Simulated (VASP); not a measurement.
# NaF (Fm-3m) in VASP: further runs

Runs on NaF. Level: PBE. Tasks: single point.

All numbers are computed with VASP 6.6.1; they aren't measurements. Logs are shortened: lines on timing, memory, paths and dates and some standing lists are left out, and cuts for length are marked.

## Step 1: The cell of the first run

It takes space group Fm-3m (No. 225, cubic). Conventional cell: a = 4.584 Å, b = 4.584 Å, c = 4.584 Å, α = 90.00°, β = 90.00°, γ = 90.00°. Na (site symmetry m-3m) has 6 F at 2.29 Å within 3.0 Å. F (site symmetry m-3m) has 6 Na at 2.29 Å within 3.0 Å.

## Step 2: Single point, PBE

INCAR

```
SYSTEM = NaF
  PREC = Accurate
  ENCUT = 520
  EDIFF = 1E-6
  ISMEAR = 0
  SIGMA = 0.02
  LREAL = .False.
  LASPH = .True.
  NELM = 60
  ALGO = Normal
  ISIF = 2
  LWAVE = .False.
  LCHARG = .False.
  GGA = PE
  NBANDS = 14
```

KPOINTS

```
Automatic mesh
0
Gamma
  8 8 8
  0 0 0
```

POSCAR

```
NaF
1.0
    0.0000000000      2.2921599984      2.2921599984
    2.2921599984      0.0000000000      2.2921599984
    2.2921599984      2.2921599984      0.0000000000
Na F
1 1
Direct
    0.0000000000      0.0000000000      0.0000000000
    0.5000000000      0.5000000000      0.5000000000
```

Potentials or basis: VASP PAW PBE potentials, release 64 (Na_pv, F).

Started as:

```sh
cat potpaw_PBE.64/Na_pv/POTCAR potpaw_PBE.64/F/POTCAR > POTCAR
mpirun -np 1 vasp_std > vasp.out
```

OUTCAR:

```text
SYSTEM = NaF
   PREC = Accurate
   ENCUT = 520
   EDIFF = 1E-6
   ISMEAR = 0
   LREAL = .False.
   LASPH = .True.
   NELM = 60
   ISIF = 2
   GGA = PE

 ion  position               nearest neighbor table
   1  0.000  0.000  0.000-   2 2.29   2 2.29   2 2.29   2 2.29   2 2.29   2 2.29
   2  0.500  0.500  0.500-   1 2.29   1 2.29   1 2.29   1 2.29   1 2.29   1 2.29

  LATTYP: Found a face centered cubic cell.
 ALAT       =     4.5843199968

  Lattice vectors:

 A1 = (   0.0000000000,   2.2921599984,   2.2921599984)
 A2 = (   2.2921599984,   0.0000000000,   2.2921599984)
 A3 = (   2.2921599984,   2.2921599984,   0.0000000000)

Analysis of symmetry for initial positions (statically):
=====================================================================
 Subroutine PRICEL returns:
 Original cell was already a primitive cell.

 Routine SETGRP: Setting up the symmetry group for a
 face centered cubic supercell.

 Subroutine GETGRP returns: Found 48 space group operations
 (whereof 48 operations were pure point group operations)
 out of a pool of 48 trial point group operations.

The static configuration has the point symmetry O_h .

Analysis of symmetry for dynamics (positions and initial velocities):
=====================================================================
 Subroutine PRICEL returns:
 Original cell was already a primitive cell.

 Routine SETGRP: Setting up the symmetry group for a
 face centered cubic supercell.

 Subroutine GETGRP returns: Found 48 space group operations
 (whereof 48 operations were pure point group operations)
 out of a pool of 48 trial point group operations.

The dynamic configuration has the point symmetry O_h .

 Subroutine INISYM returns: Found 48 space group operations
 (whereof 48 operations are pure point group operations),
 and found     1 'primitive' translations

----------------------------------------------------------------------------------------

                                     Primitive cell

  volume of cell :      24.0860

  direct lattice vectors                    reciprocal lattice vectors
     0.000000000  2.292159998  2.292159998    -0.218134860  0.218134860  0.218134860
     2.292159998  0.000000000  2.292159998     0.218134860 -0.218134860  0.218134860
     2.292159998  2.292159998  0.000000000     0.218134860  0.218134860 -0.218134860

  length of vectors
     3.241603757  3.241603757  3.241603757     0.377820660  0.377820660  0.377820660

  position of ions in fractional coordinates (direct lattice)
     0.000000000  0.000000000  0.000000000
     0.500000000  0.500000000  0.500000000

  ion indices of the primitive-cell ions
   primitive index   ion index
                 1           1
                 2           2

----------------------------------------------------------------------------------------

 KPOINTS: Automatic mesh

Automatic generation of k-mesh.
 Grid dimensions read from file:
 generate k-points for:    8    8    8

 Generating k-lattice:

  Cartesian coordinates                     Fractional coordinates (reciprocal lattice)
    -0.027266857  0.027266857  0.027266857     0.125000000  0.000000000  0.000000000
     0.027266857 -0.027266857  0.027266857     0.000000000  0.125000000  0.000000000
     0.027266857  0.027266857 -0.027266857     0.000000000  0.000000000  0.125000000

  Length of vectors
     0.047227583  0.047227583  0.047227583

  Shift w.r.t. Gamma in fractional coordinates (k-lattice)
     0.000000000  0.000000000  0.000000000

 Subroutine IBZKPT returns following result:
 ===========================================

 Found     29 irreducible k-points:

 Following reciprocal coordinates:
            Coordinates               Weight
  0.000000  0.000000  0.000000      1.000000
  0.125000  0.000000  0.000000      8.000000
  0.250000  0.000000  0.000000      8.000000
  0.375000  0.000000  0.000000      8.000000
  0.500000  0.000000  0.000000      4.000000
  0.125000  0.125000  0.000000      6.000000
[... 16 lines left out ...]
  0.500000  0.250000  0.125000     48.000000
 -0.375000  0.250000  0.125000     24.000000
 [... further k-points ...]
   k-points           NKPTS =     29   k-points in BZ     NKDIM =     29   number of bands    NBANDS=     14
   number of dos      NEDOS =    301   number of ions     NIONS =      2
   total plane-waves  NPLWV =  13824
   dimension x,y,z NGX =    24 NGY =   24 NGZ =   24
   dimension x,y,z NGXF=    48 NGYF=   48 NGZF=   48
   ions per type =               1   1
   NGX,Y,Z   is equivalent  to a cutoff of  12.31, 12.31, 12.31 a.u.
   NGXF,Y,Z  is equivalent  to a cutoff of  24.62, 24.62, 24.62 a.u.
 SYSTEM =  NaF
   PREC   = accura    normal or accurate (medium, high low for compatibility)
   ISTART =      0    job   : 0-new  1-cont  2-samecut
   ICHARG =      2    charge: 1-file 2-atom 10-const
   ISPIN  =      1    spin polarized calculation?
   LNONCOLLINEAR =      F non collinear calculations
   LSORBIT =      F    spin-orbit coupling
   LASPH  =      T    aspherical Exc in radial PAW
   ENCUT  =  520.0 eV  38.22 Ry    6.18 a.u.   6.03  6.03  6.03*2*pi/ulx,y,z
   NELM   =     60;   NELMIN=  2; NELMDL= -5     # of ELM steps
   EDIFF  = 0.1E-05   stopping-criterion for ELM
   LREAL  =      F    real-space projection
   EDIFFG = 0.1E-04   stopping-criterion for IOM
   NSW    =      0    number of steps for IOM
   IBRION =     -1    ionic relax: 0-MD 1-quasi-New 2-CG
   NFREE  =      0    steps in history (QN), initial steepest desc. (CG)
   ISIF   =      2    stress and relaxation
   ISYM   =      2    0-nonsym 1-usesym 2-fastsym
   POTIM  = 0.5000    time-step for ionic-motion
   TEBEG  =    0.0;   TEEND  =   0.0 temperature during run
   PSTRESS=    0.0 pullay stress
   NELECT =      14.0000    total number of electrons
   NUPDOWN=      -1.0000    fix difference up-down
   EMIN   =  10.00;   EMAX   =-10.00  energy-range for DOS
   EFERMI =   0.00;   METHOD = LEGACY
   ISMEAR =     0;   SIGMA  =   0.02  broadening in eV -4-tet -1-fermi 0-gaus
   EFERMI_NEDOS =   21; number of points for ismear=-14 and -15
   IALGO  =     38    algorithm
   IMIX   =      4    mixing-type and parameters
     AMIX     =   0.40;   BMIX     =  1.00
     AMIX_MAG =   1.60;   BMIX_MAG =  1.00
  volume/ion in A,a.u.               =      12.04        81.27
  Fermi-wavevector in a.u.,A,eV,Ry     =   1.366247  2.581833 25.397058  1.866631
  Thomas-Fermi vector in A             =   2.492404
   LORBIT       =      0    0 simple, 1 ext, 2 COOP (PROOUT), +10 PAW based schemes
   GGA     = PE    functional components
   LHFCALC =     F    Hartree Fock is set to
   AEXX    =    0.0000 exact exchange contribution
   IVDW    =     0    specifies the selected vdW correction
   LEPSILON=     F    determine dielectric tensor
   LRPA    =     F    only Hartree local field effects (RPA)
 non-spin polarized calculation
 Gauss-broadening in eV      SIGMA  =   0.02
  energy-cutoff  :      520.00
  volume of cell :       24.09
 maximum number of plane-waves:       660
   NGX = 13   NGY = 13   NGZ = 13

 number of electron      13.9999995 magnetization

 Free energy of the ion-electron system (eV)
  ---------------------------------------------------
  ext. energy  EPLUGINS =         0.00000000
  ---------------------------------------------------
  free energy    TOTEN  =        -8.54562932 eV

  energy without entropy =       -8.54562932  energy(sigma->0) =       -8.54562932

 E-fermi :  -1.7427     XC(G=0):  -9.3107

 val. band max:       -1.9397464461   @ k =   0.0000   0.0000   0.0000
 cond. band min:       4.5376085030   @ k =   0.0000   0.0000   0.0000
 fundamental gap:      6.4773549491
 Fermi energy:        -1.7427212855

 k-point     1 :       0.0000    0.0000    0.0000
  band No.  band energies     occupation
      1     -21.1694      2.00000
      2     -20.7913      2.00000
      3     -20.7913      2.00000
      4     -20.7913      2.00000
      5      -1.9398      2.00000
      6      -1.9397      2.00000
      7      -1.9397      2.00000
      8       4.5376      0.00000
      9      17.2685      0.00000
     10      17.2685      0.00000
     11      17.2685      0.00000
     12      20.1976      0.00000
     13      22.4121      0.00000
     14      22.4121      0.00000

 k-point     2 :       0.1250    0.0000    0.0000
  band No.  band energies     occupation
      1     -21.3442      2.00000
      2     -20.7933      2.00000
      3     -20.7932      2.00000
      4     -20.5946      2.00000
      5      -2.2477      2.00000
      6      -1.9804      2.00000
      7      -1.9804      2.00000
      8       5.0963      0.00000
      9      15.5204      0.00000
     10      17.5209      0.00000
     11      17.5209      0.00000
     12      21.8621      0.00000
     13      21.8621      0.00000
     14      22.1554      0.00000

 k-point     3 :       0.2500    0.0000    0.0000
  band No.  band energies     occupation
      1     -21.5715      2.00000
      2     -20.7979      2.00000
      3     -20.7979      2.00000
      4     -20.3133      2.00000
      5      -2.8749      2.00000
      6      -2.0771      2.00000
      7      -2.0771      2.00000
      8       6.4395      0.00000
      9      13.4271      0.00000
     10      18.0873      0.00000
     11      18.0873      0.00000
     12      21.2097      0.00000
     13      21.2098      0.00000
     14      22.9166      0.00000

 k-point     4 :       0.3750    0.0000    0.0000
  band No.  band energies     occupation
      1     -21.7240      2.00000
      2     -20.8026      2.00000
      3     -20.8025      2.00000
      4     -20.1057      2.00000
      5      -3.4007      2.00000
      6      -2.1720      2.00000
      7      -2.1720      2.00000
      8       8.0203      0.00000
      9      11.7712      0.00000
     10      18.4633      0.00000
     11      18.4633      0.00000
     12      21.1850      0.00000
     13      21.1851      0.00000
     14      22.4577      0.00000

 k-point     5 :       0.5000    0.0000    0.0000
  band No.  band energies     occupation
      1     -21.7768      2.00000
      2     -20.8045      2.00000
      3     -20.8045      2.00000
      4     -20.0297      2.00000
      5      -3.5988      2.00000
      6      -2.2108      2.00000
      7      -2.2108      2.00000
      8       9.0437      0.00000
      9      10.8076      0.00000
     10      18.5249      0.00000
     11      18.5249      0.00000
[... 276 lines left out ...]
 k-point    22 :       0.3750    0.2500    0.1250
  band No.  band energies     occupation
      1     -21.5486      2.00000
      2     -20.8319      2.00000
      3     -20.8070      2.00000
      4     -20.2931      2.00000
      5      -3.0182      2.00000
      6      -2.2735      2.00000
      7      -2.1644      2.00000
      8       7.4787      0.00000
      9      12.8233      0.00000
     10      16.7320      0.00000
     11      18.3884      0.00000
     12      18.8108      0.00000
     13      22.7515      0.00000
     14      25.8494      0.00000

 k-point    23 :       0.5000    0.2500    0.1250
  band No.  band energies     occupation
      1     -21.5887      2.00000
      2     -20.8485      2.00000
      3     -20.8177      2.00000
      4     -20.2112      2.00000
      5      -3.2296      2.00000
      6      -2.4619      2.00000
      7      -2.2552      2.00000
      8       8.9627      0.00000
      9      11.8597      0.00000
     10      15.8310      0.00000
     11      17.7153      0.00000
     12      19.9814      0.00000
     13      22.0916      0.00000
     14      26.3340      0.00000

 k-point    24 :      -0.3750    0.2500    0.1250
  band No.  band energies     occupation
      1     -21.6031      2.00000
      2     -20.8519      2.00000
      3     -20.8257      2.00000
      4     -20.1792      2.00000
      5      -3.3045      2.00000
      6      -2.5433      2.00000
      7      -2.2952      2.00000
      8      10.0639      0.00000
      9      11.0387      0.00000
     10      15.5268      0.00000
     11      17.4134      0.00000
     12      20.5905      0.00000
     13      21.6847      0.00000
     14      26.5722      0.00000

 [... further k-points ...]
[... 5 lines left out ...]
  --------------------------------------------------------------------------------------
  -------------------------------------------------------------------------------------
  Total        0.5883052      0.5883052      0.5883052     -0.0000000     -0.0000000      0.0000000
  in kB       39.1334786     39.1334786     39.1334786     -0.0000000     -0.0000000      0.0000000
  external PRESSURE =      39.1334786 kB  Pullay stress =       0.0000000 kB

 VOLUME and BASIS-vectors are now :
 -----------------------------------------------------------------------------
  energy-cutoff  :      520.00
  volume of cell :       24.09
      direct lattice vectors                 reciprocal lattice vectors
     0.000000000  2.292159998  2.292159998    -0.218134860  0.218134860  0.218134860
     2.292159998  0.000000000  2.292159998     0.218134860 -0.218134860  0.218134860
     2.292159998  2.292159998  0.000000000     0.218134860  0.218134860 -0.218134860

 POSITION                                       TOTAL-FORCE (eV/Angst)
 -----------------------------------------------------------------------------------
      0.00000      0.00000      0.00000         0.000000      0.000000      0.000000
      2.29216      2.29216      2.29216        -0.000000     -0.000000     -0.000000
 -----------------------------------------------------------------------------------
    total drift:                                0.000000     -0.000000      0.000000

  FREE ENERGIE OF THE ION-ELECTRON SYSTEM (eV)
  ---------------------------------------------------
  free  energy   TOTEN  =        -8.5456293209 eV

  energy  without entropy=       -8.5456293209  energy(sigma->0) =       -8.54562932
```

Run time: 4.9 s. Hardware: 1 thread of Intel Xeon Platinum 8488C (Sapphire Rapids), shared host; peak memory 0.13 GiB.

Results:

```yaml
Free_energy: -8.5456 eV
Pressure: 3.9 GPa
Band_gap_on_the_k_mesh: 6.48 eV, direct
```

PBE gaps usually lie below the measured ones, often by a third to a half.

## Step 3: Single point, PBE

This run uses another cell than the first one, of 7.44 Å³/atom, 0.618 times its volume.

INCAR

```
PREC = Accurate
ENCUT = 520
EDIFF = 1E-7
ISMEAR = 0
SIGMA = 0.02
LREAL = F
LASPH = T
NELM = 60
ALGO = Normal
ISIF = 2
LWAVE = F
LCHARG = T
GGA = PE
LELF = T
LVHAR = T
NBANDS = 14
```

KPOINTS

```
Automatic mesh
0
Gamma
  10 10 10
```

POSCAR

```
NaF
1.0
    0.0000000000      1.9525117146      1.9525117146
    1.9525117146      0.0000000000      1.9525117146
    1.9525117146      1.9525117146      0.0000000000
Na F
1 1
Direct
    0.0000000000      0.0000000000      0.0000000000
    0.5000000000      0.5000000000      0.5000000000
```

Potentials or basis: VASP PAW PBE potentials, release 64 (Na_pv, F).

Started as:

```sh
cat potpaw_PBE.64/Na_pv/POTCAR potpaw_PBE.64/F/POTCAR > POTCAR
mpirun -np 1 vasp_std > vasp.out
```

OUTCAR:

```text
PREC = Accurate
   ENCUT = 520
   EDIFF = 1E-7
   ISMEAR = 0
   LREAL = F
   LASPH = T
   NELM = 60
   ISIF = 2
   GGA = PE

 ion  position               nearest neighbor table
   1  0.000  0.000  0.000-   2 1.95   2 1.95   2 1.95   2 1.95   2 1.95   2 1.95
   2  0.500  0.500  0.500-   1 1.95   1 1.95   1 1.95   1 1.95   1 1.95   1 1.95

  LATTYP: Found a face centered cubic cell.
 ALAT       =     3.9050234292

  Lattice vectors:

 A1 = (   0.0000000000,   1.9525117146,   1.9525117146)
 A2 = (   1.9525117146,   0.0000000000,   1.9525117146)
 A3 = (   1.9525117146,   1.9525117146,   0.0000000000)

Analysis of symmetry for initial positions (statically):
=====================================================================
 Subroutine PRICEL returns:
 Original cell was already a primitive cell.

 Routine SETGRP: Setting up the symmetry group for a
 face centered cubic supercell.

 Subroutine GETGRP returns: Found 48 space group operations
 (whereof 48 operations were pure point group operations)
 out of a pool of 48 trial point group operations.

The static configuration has the point symmetry O_h .

Analysis of symmetry for dynamics (positions and initial velocities):
[... 168 lines left out ...]
  band No.  band energies     occupation
      1     -19.2492      2.00000
      2     -16.5604      2.00000
      3     -16.5604      2.00000
      4     -16.5604      2.00000
      5       1.2810      2.00000
      6       1.2810      2.00000
      7       1.2810      2.00000
      8      11.4874      0.00000
      9      23.8563      0.00000
     10      23.8563      0.00000
     11      23.8563      0.00000
     12      28.0149      0.00000
     13      30.8751      0.00000
     14      30.8751      0.00000
[... 377 lines left out ...]
      1     -19.2808      2.00000
      2     -16.8158      2.00000
      3     -16.7637      2.00000
      4     -16.2720      2.00000
      5      -0.8300      2.00000
      6       0.5977      2.00000
      7       0.7078      2.00000
      8      16.7540      0.00000
      9      17.0501      0.00000
     10      24.4023      0.00000
     11      27.8887      0.00000
     12      27.9911      0.00000
     13      34.8580      0.00000
     14      36.9045      0.00000

 [... further k-points ...]
[... 5 lines left out ...]
  --------------------------------------------------------------------------------------
  -------------------------------------------------------------------------------------
  Total        8.6069063      8.6069063      8.6069063     -0.0000000      0.0000000     -0.0000000
  in kB      926.2894491    926.2894491    926.2894491     -0.0000000      0.0000000     -0.0000000
  external PRESSURE =     926.2894491 kB  Pullay stress =       0.0000000 kB

 VOLUME and BASIS-vectors are now :
 -----------------------------------------------------------------------------
  energy-cutoff  :      520.00
  volume of cell :       14.89
      direct lattice vectors                 reciprocal lattice vectors
     0.000000000  1.952511715  1.952511715    -0.256080410  0.256080410  0.256080410
     1.952511715  0.000000000  1.952511715     0.256080410 -0.256080410  0.256080410
     1.952511715  1.952511715  0.000000000     0.256080410  0.256080410 -0.256080410

 POSITION                                       TOTAL-FORCE (eV/Angst)
 -----------------------------------------------------------------------------------
      0.00000      0.00000      0.00000         0.000000      0.000000      0.000000
      1.95251      1.95251      1.95251        -0.000000     -0.000000     -0.000000
 -----------------------------------------------------------------------------------
    total drift:                                0.000000     -0.000000      0.000000

  FREE ENERGIE OF THE ION-ELECTRON SYSTEM (eV)
  ---------------------------------------------------
  free  energy   TOTEN  =        -6.6641689653 eV

  energy  without entropy=       -6.6641689653  energy(sigma->0) =       -6.66416897
```

Wall time 6.8 s (1 thread of Intel Xeon Platinum 8488C (Sapphire Rapids), shared host); peak memory 0.13 GiB.

What came out:

| Item | Value |
| --- | --- |
| Free energy | -6.6642 eV |
| Pressure | 92.6 GPa |
| Band gap on the k mesh | 10.21 eV, direct |

Levels at points of the mesh, in eV from the valence-band top:
```csv
k point,band 3,band 4,band 5,band 6,band 7,band 8,band 9,band 10,band 11,band 12
"(0.00, 0.00, 0.00)",-17.84,-17.84,0.00,0.00,0.00,10.21,22.58,22.58,22.58,26.73
"(0.50, 0.00, 0.00)",-17.87,-16.47,-3.09,-0.71,-0.71,14.46,17.52,26.29,26.29,29.78
"(0.50, 0.50, 0.00)",-18.12,-18.12,-2.08,-0.66,-0.66,14.64,18.26,19.87,27.75,27.75
```

A k mesh can miss the band edges.
